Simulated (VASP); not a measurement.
# GaN (F-43m) in VASP: a series of runs, part 2 of 2

VASP 6.6.1. Earlier steps stand in the parts before.

**3. Relaxation of cell and atoms, revPBE**

File INCAR:

```
ALGO = Normal
EDIFF = 1E-6
EDIFFG = -0.01
ENCUT = 600
GGA = RE
IBRION = 2
ISIF = 3
ISMEAR = -1
LASPH = T
LCHARG = F
LREAL = F
LWAVE = F
NELM = 60
NSW = 80
PREC = Accurate
SIGMA = 0.05
```

File KPOINTS:

```
k-points
0
Gamma
  10 10 10
```

File POSCAR:

```
GaN
1.0
    0.0000000000      2.2535006075      2.2535006075
    2.2535006075      0.0000000000      2.2535006075
    2.2535006075      2.2535006075      0.0000000000
Ga N
1 1
Direct
    0.0000000000      0.0000000000      0.0000000000
    0.2500000000      0.2500000000      0.2500000000
```

Potentials or basis: VASP PAW PBE potentials, release 64 (Ga_d, N).

The run is started by

```sh
$ cat potpaw_PBE.64/Ga_d/POTCAR potpaw_PBE.64/N/POTCAR > POTCAR
$ mpirun -np 1 vasp_std > vasp.out
```

OUTCAR:

```text
EDIFF = 1E-6
   EDIFFG = -0.01
   ENCUT = 600
   GGA = RE
   IBRION = 2
   ISIF = 3
   ISMEAR = -1
   LASPH = T
   LREAL = F
   NELM = 60
   NSW = 80
   PREC = Accurate

 ion  position               nearest neighbor table
   1  0.000  0.000  0.000-   2 1.95   2 1.95   2 1.95   2 1.95
   2  0.250  0.250  0.250-   1 1.95   1 1.95   1 1.95   1 1.95

  LATTYP: Found a face centered cubic cell.
 ALAT       =     4.5070012150

  Lattice vectors:

 A1 = (   0.0000000000,   2.2535006075,   2.2535006075)
 A2 = (   2.2535006075,   0.0000000000,   2.2535006075)
 A3 = (   2.2535006075,   2.2535006075,   0.0000000000)

Analysis of symmetry for initial positions (statically):
=====================================================================
 Subroutine PRICEL returns:
 Original cell was already a primitive cell.

 Routine SETGRP: Setting up the symmetry group for a
 face centered cubic supercell.

 Subroutine GETGRP returns: Found 24 space group operations
 (whereof 24 operations were pure point group operations)
 out of a pool of 48 trial point group operations.

The static configuration has the point symmetry T_d .

Analysis of symmetry for dynamics (positions and initial velocities):
=====================================================================
 Subroutine PRICEL returns:
 Original cell was already a primitive cell.
[... 167 lines left out ...]
  external PRESSURE =      77.8405956 kB  Pullay stress =       0.0000000 kB
[... 59 lines left out ...]
--------------------------------------- Ionic step        3  -------------------------------------------

 number of electron      17.9999997 magnetization

 Free energy of the ion-electron system (eV)
  ---------------------------------------------------
  ext. energy  EPLUGINS =         0.00000000
  ---------------------------------------------------
  free energy    TOTEN  =       -11.46180727 eV

  energy without entropy =      -11.46180726  energy(sigma->0) =      -11.46180727

 E-fermi :   5.7036     XC(G=0): -11.2882

 val. band max:        4.9177672301   @ k =   0.0000   0.0000   0.0000
 cond. band min:       6.3994500570   @ k =   0.0000   0.0000   0.0000
 fundamental gap:      1.4816828269
 Fermi energy:         5.7036323489

 k-point     1 :       0.0000    0.0000    0.0000
  band No.  band energies     occupation
      1     -10.6834      2.00000
      2      -8.5009      2.00000
      3      -8.5009      2.00000
      4      -8.5009      2.00000
      5      -8.2234      2.00000
      6      -8.2234      2.00000
      7       4.9178      2.00000
      8       4.9178      2.00000
      9       4.9178      2.00000
     10       6.3995      0.00000
     11      14.9990      0.00000
     12      14.9990      0.00000
     13      14.9990      0.00000
[... 354 lines left out ...]
  band No.  band energies     occupation
      1      -9.8657      2.00000
      2      -8.3798      2.00000
      3      -8.3049      2.00000
      4      -8.3045      2.00000
      5      -8.1702      2.00000
      6      -7.2590      2.00000
      7       0.0087      2.00000
      8       2.5869      2.00000
      9       2.8936      2.00000
     10       9.3504      0.00000
     11      11.8092      0.00000
     12      15.5857      0.00000
     13      17.4573      0.00000

 [... further k-points ...]
[... 5 lines left out ...]
  --------------------------------------------------------------------------------------
  -------------------------------------------------------------------------------------
  Total       -0.0171779     -0.0171779     -0.0171779     -0.0000000      0.0000000      0.0000000
  in kB       -1.1509842     -1.1509842     -1.1509842     -0.0000000      0.0000000      0.0000000
  external PRESSURE =      -1.1509842 kB  Pullay stress =       0.0000000 kB
[... 17 lines left out ...]
  FREE ENERGIE OF THE ION-ELECTRON SYSTEM (eV)
  ---------------------------------------------------
  free  energy   TOTEN  =       -11.4618072667 eV

  energy  without entropy=      -11.4618072636  energy(sigma->0) =      -11.46180727

 reached required accuracy - stopping structural energy minimisation
```

CONTCAR:

```text
GaN
   1.00000000000000
    -0.0000000000000000    2.2866168328924839    2.2866168328924839
     2.2866168328924839   -0.0000000000000000    2.2866168328924839
     2.2866168328924839    2.2866168328924839   -0.0000000000000000
  Ga              N
     1     1
Direct
     0.0000000000000000    0.0000000000000000    0.0000000000000000
     0.2500000000000000    0.2500000000000000    0.2500000000000000

  0.00000000E+00  0.00000000E+00  0.00000000E+00
  0.00000000E+00  0.00000000E+00  0.00000000E+00
```

Wall time 38 s (1 thread of Intel Xeon Platinum 8559C (Emerald Rapids), shared host); peak memory 0.17 GiB.

What came out:

| Property | Result |
| --- | --- |
| Free energy | -11.4618 eV |
| Relaxed volume | 11.96 Å³/atom |
| Relaxed cell | a = 3.234 Å, b = 3.234 Å, c = 3.234 Å, α = 60.00°, β = 60.00°, γ = 60.00° |
| Space group after relaxing (to 0.05 Å) | F-43m (No. 216) |
| Energy gained by relaxing | 11.9 meV/atom |
| Ionic steps | 3 |
| Pressure after relaxing | -0.1 GPa |
| Band gap on the k mesh | 1.48 eV, direct |

Step by step:
```tsv
step	energy change (eV)	largest force (eV/Å)	pressure (GPa)	volume (Å³)
1	0.0000	0.0000	7.78	22.89
2	-0.0089	0.0000	-5.27	24.78
3	-0.0238	0.0000	-0.12	23.91
```

Final structure:
```cif
data_structure
_symmetry_space_group_name_H-M 'P 1'
_symmetry_Int_Tables_number 1
_cell_length_a 3.2338
_cell_length_b 3.2338
_cell_length_c 3.2338
_cell_angle_alpha 60.000
_cell_angle_beta 60.000
_cell_angle_gamma 60.000
_cell_volume 23.91
loop_
_atom_site_label
_atom_site_type_symbol
_atom_site_fract_x
_atom_site_fract_y
_atom_site_fract_z
_atom_site_occupancy
Ga1 Ga 0.00000 0.00000 0.00000 1
N1 N 0.25000 0.25000 0.25000 1
```

Caveat: the PAW data sets were made with another functional, which shifts forces and pressure a little.

**4. Relaxation of cell and atoms, BLYP**

File INCAR:

```
PREC = Accurate
ENCUT = 600
EDIFF = 1E-7
ISMEAR = -1
SIGMA = 0.05
LREAL = F
LASPH = T
NELM = 80
ALGO = Normal
ISIF = 3
LWAVE = F
LCHARG = F
GGA = B5
ALDAX = 1.0
AGGAX = 1.0
AGGAC = 1.0
ALDAC = 0.0
IBRION = 2
NSW = 80
EDIFFG = -0.01
```

File KPOINTS:

```
regular mesh
0
Gamma
  10 10 10
```

POSCAR is that of step 3.

The run is started by

```sh
$ cat potpaw_PBE.64/Ga_d/POTCAR potpaw_PBE.64/N/POTCAR > POTCAR
$ mpirun -np 1 vasp_std > vasp.out
```

Run time: 80 s. Hardware: 1 thread of Intel Xeon Platinum 8559C (Emerald Rapids), shared host; peak memory 0.17 GiB.

Results (log left out):

| Item | Value |
| --- | --- |
| Free energy | -11.0174 eV |
| Relaxed volume | 12.21 Å³/atom |
| Relaxed cell | a = 3.257 Å, b = 3.257 Å, c = 3.257 Å, α = 60.00°, β = 60.00°, γ = 60.00° |
| Space group after relaxing (to 0.05 Å) | F-43m (No. 216) |
| Energy gained by relaxing | 27.1 meV/atom |
| Ionic steps | 4 |
| Pressure after relaxing | 0.1 GPa |
| Band gap on the k mesh | 1.38 eV, direct |

Step by step:
| step | energy change (eV) | largest force (eV/Å) | pressure (GPa) | volume (Å³) |
| --- | --- | --- | --- | --- |
| 1 | 0.0000 | 0.0000 | 11.83 | 22.89 |
| 2 | -0.0214 | 0.0000 | -7.50 | 25.80 |
| 3 | -0.0542 | 0.0000 | -0.16 | 24.46 |
| 4 | -0.0542 | 0.0000 | 0.12 | 24.43 |

Final structure:
```
Ga N
1.0
     0.00000    2.30296    2.30296
     2.30296    0.00000    2.30296
     2.30296    2.30296    0.00000
Ga N
1 1
Direct
  0.00000 0.00000 0.00000
  0.25000 0.25000 0.25000
```

Levels at points of the mesh, in eV from the valence-band top:
| k point | band 5 | band 6 | band 7 | band 8 | band 9 | band 10 | band 11 | band 12 | band 13 |
| --- | --- | --- | --- | --- | --- | --- | --- | --- | --- |
| (0.00, 0.00, 0.00) | -13.25 | -13.25 | 0.00 | 0.00 | 0.00 | 1.38 | 9.89 | 9.89 | 9.89 |
| (0.50, 0.00, 0.00) | -13.21 | -11.92 | -6.56 | -0.88 | -0.88 | 4.21 | 8.52 | 10.07 | 10.07 |
| (0.50, 0.50, 0.00) | -13.19 | -11.47 | -5.85 | -2.45 | -2.45 | 3.57 | 6.26 | 11.43 | 13.24 |

Caveat: the PAW data sets were made with another functional, which shifts forces and pressure a little.

**5. Single point, BLYP+D3(BJ)**

File INCAR:

```
SYSTEM = GaN
PREC     = Accurate       ! precision mode
ENCUT    = 520            ! plane-wave cutoff, eV
EDIFF    = 1E-7           ! SCF threshold, eV
ISMEAR   = -1             ! smearing method
SIGMA    = 0.05           ! smearing width, eV
LREAL    = .FALSE.        ! projectors in reciprocal space
LASPH    = .TRUE.         ! aspherical terms in the spheres
NELM     = 100            ! most SCF steps
ALGO     = Normal         ! electronic algorithm
ISIF     = 2              ! what is computed and relaxed
LWAVE    = .FALSE.        ! write WAVECAR
LCHARG   = .FALSE.        ! write CHGCAR
GGA      = B5             ! functional
ALDAX    = 1.0          
AGGAX    = 1.0          
AGGAC    = 1.0          
ALDAC    = 0.0          
IVDW     = 12             ! dispersion correction
VDW_S6   = 1.0          
VDW_S8   = 2.6996       
VDW_A1   = 0.4298       
VDW_A2   = 4.2359       
NBANDS   = 16             ! bands
```

File KPOINTS:

```
Automatic mesh
0
G
  10 10 10
  0 0 0
```

POSCAR is that of step 4.

The run is started by

```sh
$ cat potpaw_PBE.64/Ga_d/POTCAR potpaw_PBE.64/N/POTCAR > POTCAR
$ mpirun -np 1 vasp_std > vasp.out
```

Wall time 10 s (1 thread of Intel Xeon 6975P-C (Granite Rapids), shared host); peak memory 0.16 GiB.

Results (log left out):

```
Free energy                : -12.0810 eV
Pressure                   : 3.8 GPa
Band gap on the k mesh     : 1.81 eV, direct
Dispersion energy per atom : -0.560 eV
```

Levels at points of the mesh, in eV from the valence-band top:
| k point | band 6 | band 7 | band 8 | band 9 | band 10 | band 11 | band 12 | band 13 |
| --- | --- | --- | --- | --- | --- | --- | --- | --- |
| (0.00, 0.00, 0.00) | -13.23 | 0.00 | 0.00 | 0.00 | 1.81 | 10.31 | 10.31 | 10.31 |
| (0.50, 0.00, 0.00) | -11.92 | -6.96 | -0.96 | -0.96 | 4.67 | 8.86 | 10.43 | 10.43 |
| (0.50, 0.50, 0.00) | -11.47 | -6.10 | -2.67 | -2.67 | 3.60 | 6.69 | 11.85 | 13.93 |

Caveat: the PAW data sets were made with another functional, which shifts forces and pressure a little. Expect the measured gap to be larger: semilocal functionals such as BLYP lack the derivative discontinuity.

**6. Single point, PBE+D4**

This run uses another cell than the first one, of 11.67 Å³/atom, 1.020 times its volume.

File INCAR:

```
SYSTEM = GaN
ALGO = Normal ; EDIFF = 1E-7
ENCUT = 520 ; GGA = PE
ISIF = 2 ; ISMEAR = -1
IVDW = 13 ; LASPH = .TRUE.
LCHARG = .FALSE. ; LREAL = .FALSE.
LWAVE = .FALSE. ; NBANDS = 16
NELM = 60 ; PREC = Accurate
SIGMA = 0.05
```

File KPOINTS:

```
k-points
0
G
  10 10 10
  0 0 0
```

File POSCAR:

```
GaN
1.0
    0.0000000000      2.2684248875      2.2684248875
    2.2684248875      0.0000000000      2.2684248875
    2.2684248875      2.2684248875      0.0000000000
Ga N
1 1
Direct
    0.0000000000      0.0000000000      0.0000000000
    0.2500000000      0.2500000000      0.2500000000
```

Potentials or basis: VASP PAW PBE potentials, release 64 (Ga_d, N).

The run is started by

```sh
$ cat potpaw_PBE.64/Ga_d/POTCAR potpaw_PBE.64/N/POTCAR > POTCAR
$ mpirun -np 1 vasp_std > vasp.out
```

OUTCAR:

```text
SYSTEM = GaN
   EDIFF = 1E-7
   ENCUT = 520
   GGA = PE
   ISIF = 2
   ISMEAR = -1
   IVDW = 13
   LASPH = .TRUE.
   LREAL = .FALSE.
   NELM = 60
   PREC = Accurate

 ion  position               nearest neighbor table
   1  0.000  0.000  0.000-   2 1.96   2 1.96   2 1.96   2 1.96
   2  0.250  0.250  0.250-   1 1.96   1 1.96   1 1.96   1 1.96

  LATTYP: Found a face centered cubic cell.
 ALAT       =     4.5368497750

  Lattice vectors:

 A1 = (   0.0000000000,   2.2684248875,   2.2684248875)
 A2 = (   2.2684248875,   0.0000000000,   2.2684248875)
 A3 = (   2.2684248875,   2.2684248875,   0.0000000000)

Analysis of symmetry for initial positions (statically):
=====================================================================
 Subroutine PRICEL returns:
 Original cell was already a primitive cell.

 Routine SETGRP: Setting up the symmetry group for a
 face centered cubic supercell.

 Subroutine GETGRP returns: Found 24 space group operations
 (whereof 24 operations were pure point group operations)
 out of a pool of 48 trial point group operations.

The static configuration has the point symmetry T_d .

Analysis of symmetry for dynamics (positions and initial velocities):
=====================================================================
 Subroutine PRICEL returns:
[... 161 lines left out ...]
 Fermi energy:         5.9129078616

 k-point     1 :       0.0000    0.0000    0.0000
  band No.  band energies     occupation
      1     -10.6981      2.00000
      2      -8.3589      2.00000
      3      -8.3589      2.00000
      4      -8.3589      2.00000
      5      -8.0588      2.00000
      6      -8.0588      2.00000
[... 433 lines left out ...]
      3      -8.1477      2.00000
      4      -8.1475      2.00000
      5      -8.0016      2.00000
      6      -7.1116      2.00000
[... 8 lines left out ...]
     15      27.0541      0.00000
     16      27.2810      0.00000

 [... further k-points ...]

------------------------ aborting loop because EDIFF is reached ----------------------------------------

  DFT-D4 for vdW energy calculation

  Edisp (eV):   -0.78510

  FORCE on cell =-STRESS in cart. coord.  units (eV):
  Direction    XX          YY          ZZ          XY          YZ          ZX
  --------------------------------------------------------------------------------------
  -------------------------------------------------------------------------------------
  Total      -0.58796    -0.58796    -0.58796     0.00000     0.00000     0.00000
  in kB     -40.35126   -40.35126   -40.35126     0.00000     0.00000     0.00000
  external pressure =      -40.35 kB  Pullay stress =        0.00 kB

 VOLUME and BASIS-vectors are now :
 -----------------------------------------------------------------------------
  energy-cutoff  :      520.00
  volume of cell :       23.35
      direct lattice vectors                 reciprocal lattice vectors
     0.000000000  2.268424888  2.268424888    -0.220417261  0.220417261  0.220417261
     2.268424888  0.000000000  2.268424888     0.220417261 -0.220417261  0.220417261
     2.268424888  2.268424888  0.000000000     0.220417261  0.220417261 -0.220417261

 POSITION                                       TOTAL-FORCE (eV/Angst)
 -----------------------------------------------------------------------------------
      0.00000      0.00000      0.00000        -0.000000      0.000000     -0.000000
      1.13421      1.13421      1.13421         0.000000     -0.000000      0.000000
 -----------------------------------------------------------------------------------
    total drift:                                0.000002      0.000002      0.000001

  FREE ENERGIE OF THE ION-ELECTRON SYSTEM (eV)
  ---------------------------------------------------
  free  energy   TOTEN  =       -12.9377190347 eV

  energy  without entropy=      -12.9377190337  energy(sigma->0) =      -12.93771903
```

OSZICAR:

```text
N       E                     dE             d eps       ncg     rms          rms(c)
DAV:   1     0.818231812863E+02    0.81823E+02   -0.93302E+03  1704   0.202E+03
DAV:   2    -0.822242186057E+01   -0.90046E+02   -0.83532E+02  1728   0.332E+02
DAV:   3    -0.140566590797E+02   -0.58342E+01   -0.58092E+01  1760   0.707E+01
DAV:   4    -0.141211314142E+02   -0.64472E-01   -0.64465E-01  1848   0.797E+00
DAV:   5    -0.141220238417E+02   -0.89243E-03   -0.89242E-03  1840   0.849E-01    0.765E+00
DAV:   6    -0.121540009271E+02    0.19680E+01   -0.49347E+00  2264   0.391E+01    0.268E+00
DAV:   7    -0.121603832173E+02   -0.63823E-02   -0.30980E-01  1648   0.664E+00    0.176E+00
DAV:   8    -0.121567666754E+02    0.36165E-02   -0.61885E-02  1656   0.322E+00    0.827E-01
DAV:   9    -0.121523147686E+02    0.44519E-02   -0.14154E-02  2288   0.263E+00    0.216E-01
DAV:  10    -0.121527138810E+02   -0.39911E-03   -0.14594E-03  1712   0.502E-01    0.111E-01
DAV:  11    -0.121526152130E+02    0.98668E-04   -0.27495E-04  2264   0.260E-01    0.746E-03
DAV:  12    -0.121526204364E+02   -0.52234E-05   -0.30577E-05  1664   0.510E-02    0.905E-03
DAV:  13    -0.121526202196E+02    0.21684E-06   -0.67657E-07  1968   0.132E-02    0.258E-03
DAV:  14    -0.121526201441E+02    0.75492E-07   -0.46057E-08  1272   0.272E-03
   1 F= -.12937719E+02 E0= -.12937719E+02  d E =-.100575E-08
```

Run time: 6.9 s. Hardware: 1 thread of Intel Xeon 6975P-C (Granite Rapids), shared host; peak memory 0.14 GiB.

What came out:

```yaml
Free_energy: -12.9377 eV
Pressure: -4.0 GPa
Band_gap_on_the_k_mesh: 1.60 eV, direct
Dispersion_energy_per_atom: -0.393 eV
```

Levels at points of the mesh, in eV from the valence-band top:
```
           k point  band 7  band 8  band 9  band 10  band 11  band 12
(0.00, 0.00, 0.00)    0.00    0.00    0.00     1.60    10.18    10.18
(0.50, 0.00, 0.00)   -6.91   -0.94   -0.94     4.50     8.63    10.26
(0.50, 0.50, 0.00)   -6.04   -2.63   -2.63     3.35     6.54    11.57
```

Expect the measured gap to be larger: semilocal functionals such as PBE lack the derivative discontinuity.

**7. Overview**

```tsv
task	level	cell	cutoff (eV)	gap on the mesh (eV)	pressure (GPa)	relaxed volume (Å³/atom)
relaxation of cell and atoms	RPBE	relaxed from a = 3.187 Å, angles 60.0°, 2 atoms	600	1.46	-0.1	12.03
relaxation of cell and atoms	revPBE	relaxed from a = 3.187 Å, angles 60.0°, 2 atoms	600	1.48	-0.1	11.96
relaxation of cell and atoms	BLYP	relaxed from a = 3.187 Å, angles 60.0°, 2 atoms	600	1.38	0.1	12.21
single point	BLYP+D3(BJ)	a = 3.187 Å, angles 60.0°, 2 atoms	520	1.81	3.8	-
single point	PBE+D4	a = 3.208 Å, angles 60.0°, 2 atoms	520	1.60	-4.0	-
```

Alike in all rows: potentials or basis VASP PAW PBE potentials, release 64 (Ga_d, N); no spin polarisation; k mesh 10 × 10 × 10; smearing fermi-dirac 0.05 eV.

Caveats: the PAW data sets were made with another functional, which shifts forces and pressure a little (some runs).

Absolute energies hang on the potentials; compare differences alone.
